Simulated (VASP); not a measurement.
C, 9 atoms in the cell. Symmetry: P3_112, No. 151, trigonal system. Conventional cell: a = 3.738 Å, b = 3.738 Å, c = 6.861 Å, α = 90.00°, β = 90.00°, γ = 120.00°. C (site symmetry 1) has 3 C at 1.34 to 1.53 Å within 1.8 Å. Within 1.8 Å of C (site symmetry 2) lie 2 C at 1.34 Å. The cell was generated, and may not be a known phase.

```yaml
Program: VASP 6.6.1
Task: single point
Functional: PBE
Potentials_or_basis: VASP PAW PBE potentials, release 64 (C)
Cutoff: 520 eV
k_mesh: 6 × 6 × 4
Occupations: gaussian, width 0.1 eV
Spin: no spin polarisation
Dipole_correction: no
Further_INCAR_settings: ALGO = Normal; EDIFF = 1e-07; NBANDS = 28
```

Potentials or basis: VASP PAW PBE potentials, release 64 (C).

Launch:

```bash
$ cat potpaw_PBE.64/C/POTCAR > POTCAR
$ mpirun -np 1 vasp_std > vasp.out
```

Hardware: 1 thread of AMD EPYC 9R45 96-Core Processor (Zen 5), on a shared host.

Q: Estimate the wall time of this run.

A: Wall time 25 s on 1 thread of AMD EPYC 9R45 96-Core Processor (Zen 5), on a shared host, peak memory 0.17 GiB. Counts: scf iterations 14, k points 24.
